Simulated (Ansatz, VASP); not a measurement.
# One calculation of GaAs, two programs

INCAR

```
ALGO = Normal ; EDIFF = 1E-6
ENCUT = 500 ; GGA = PS
GGA_COMPAT = False ; ISIF = 2
ISMEAR = 0 ; LASPH = True
LCHARG = True ; LELF = True
LREAL = Auto ; LVHAR = True
LWAVE = False ; NBANDS = 166
NELM = 120 ; PREC = Accurate
SIGMA = 0.02
```

Contents of KPOINTS:

```
k-points
0
Gamma
  3 3 3
```

File POSCAR:

```
GaAs
1.0
   -5.6579528139      5.6579528139     -5.6579528139
    5.6579528139     -5.6579528139     -5.6579528139
   -5.6579528139     -5.6579528139      5.6579528139
Ga As
16 16
Direct
    0.0000000000      0.2500000000      0.7500000000
    0.7500000000      0.2500000000      1.0000000000
    0.5000000000      0.2500000000      0.2500000000
    0.2500000000      0.0000000000      0.7500000000
    0.2500000000      0.2500000000      0.5000000000
    1.0000000000      1.0000000000      1.0000000000
    0.7500000000      0.0000000000      0.2500000000
    0.5000000000      0.7500000000      0.7500000000
    0.5000000000      0.0000000000      0.5000000000
    0.2500000000      0.7500000000      1.0000000000
    0.0000000000      0.7500000000      0.2500000000
    0.7500000000      0.5000000000      0.7500000000
    0.7500000000      0.7500000000      0.5000000000
    0.5000000000      0.5000000000      1.0000000000
    0.2500000000      0.5000000000      0.2500000000
    0.0000000000      0.5000000000      0.5000000000
    0.0000000000      0.5000000000      0.7500000000
    0.7500000000      0.5000000000      0.0000000000
    0.5000000000      0.5000000000      0.2500000000
    0.2500000000      0.2500000000      0.7500000000
    0.2500000000      0.5000000000      0.5000000000
    0.0000000000      0.2500000000      0.0000000000
    0.7500000000      0.2500000000      0.2500000000
    0.5000000000      0.0000000000      0.7500000000
    0.5000000000      0.2500000000      0.5000000000
    0.2500000000      0.0000000000      0.0000000000
    0.0000000000      0.0000000000      0.2500000000
    0.7500000000      0.7500000000      0.7500000000
    0.7500000000      0.0000000000      0.5000000000
    0.5000000000      0.7500000000      0.0000000000
    0.2500000000      0.7500000000      0.2500000000
    0.0000000000      0.7500000000      0.5000000000
```

Input for Ansatz:

```yaml
crystal:
  lattice:
    - [-5.6579528139, 5.6579528139, -5.6579528139]
    - [5.6579528139, -5.6579528139, -5.6579528139]
    - [-5.6579528139, -5.6579528139, 5.6579528139]
  atoms:
    - { symbol: Ga, position: [0.0, 0.25, 0.75] }
    - { symbol: Ga, position: [0.75, 0.25, 1.0] }
    - { symbol: Ga, position: [0.5, 0.25, 0.25] }
    - { symbol: Ga, position: [0.25, 0.0, 0.75] }
    - { symbol: Ga, position: [0.25, 0.25, 0.5] }
    - { symbol: Ga, position: [1.0, 1.0, 1.0] }
    - { symbol: Ga, position: [0.75, 0.0, 0.25] }
    - { symbol: Ga, position: [0.5, 0.75, 0.75] }
    - { symbol: Ga, position: [0.5, 0.0, 0.5] }
    - { symbol: Ga, position: [0.25, 0.75, 1.0] }
    - { symbol: Ga, position: [0.0, 0.75, 0.25] }
    - { symbol: Ga, position: [0.75, 0.5, 0.75] }
    - { symbol: Ga, position: [0.75, 0.75, 0.5] }
    - { symbol: Ga, position: [0.5, 0.5, 1.0] }
    - { symbol: Ga, position: [0.25, 0.5, 0.25] }
    - { symbol: Ga, position: [0.0, 0.5, 0.5] }
    - { symbol: As, position: [0.0, 0.5, 0.75] }
    - { symbol: As, position: [0.75, 0.5, 0.0] }
    - { symbol: As, position: [0.5, 0.5, 0.25] }
    - { symbol: As, position: [0.25, 0.25, 0.75] }
    - { symbol: As, position: [0.25, 0.5, 0.5] }
    - { symbol: As, position: [0.0, 0.25, 0.0] }
    - { symbol: As, position: [0.75, 0.25, 0.25] }
    - { symbol: As, position: [0.5, 0.0, 0.75] }
    - { symbol: As, position: [0.5, 0.25, 0.5] }
    - { symbol: As, position: [0.25, 0.0, 0.0] }
    - { symbol: As, position: [0.0, 0.0, 0.25] }
    - { symbol: As, position: [0.75, 0.75, 0.75] }
    - { symbol: As, position: [0.75, 0.0, 0.5] }
    - { symbol: As, position: [0.5, 0.75, 0.0] }
    - { symbol: As, position: [0.25, 0.75, 0.25] }
    - { symbol: As, position: [0.0, 0.75, 0.5] }
basis:
  ecutwfc: 420
  xc_grid: 2
kpoints:
  mp_grid: { grid: [3, 3, 3], shift: [0.0, 0.0, 0.0] }
hamiltonian:
  xc: pbesol
scf:
  occupations: { method: gaussian, width: 0.02 }
output:
  forces: true
  stress: true
  eigenvalues: true
  write_density: true
  write_potential: true
  elf: true
  volumetric_format: npy
```

Alike in both runs: task single point; functional PBEsol; k mesh 3 × 3 × 3; occupations gaussian, width 0.02 eV; no spin polarisation.

```csv
,VASP,Ansatz
version,VASP 6.6.1,Ansatz 0.2.0
potentials or method,"VASP PAW PBE potentials, release 64 (Ga_d, As), cutoff 500 eV","scalar-relativistic, plane waves, PAW"
valence electrons in the cell,288,448
```

```csv
,VASP,Ansatz,Ansatz less VASP
gap on the k mesh at the Fermi level (eV),0.44,0.43,-0.014
least direct gap on the mesh (eV),0.44,0.43,-0.014
pressure (GPa),0.2,0.0,-0.18
```

VASP's potentials were made for PBE, not for PBEsol. VASP's potentials hold 288 valence electrons a cell and Ansatz's 448, so a difference there can come from the potentials and not from the codes.
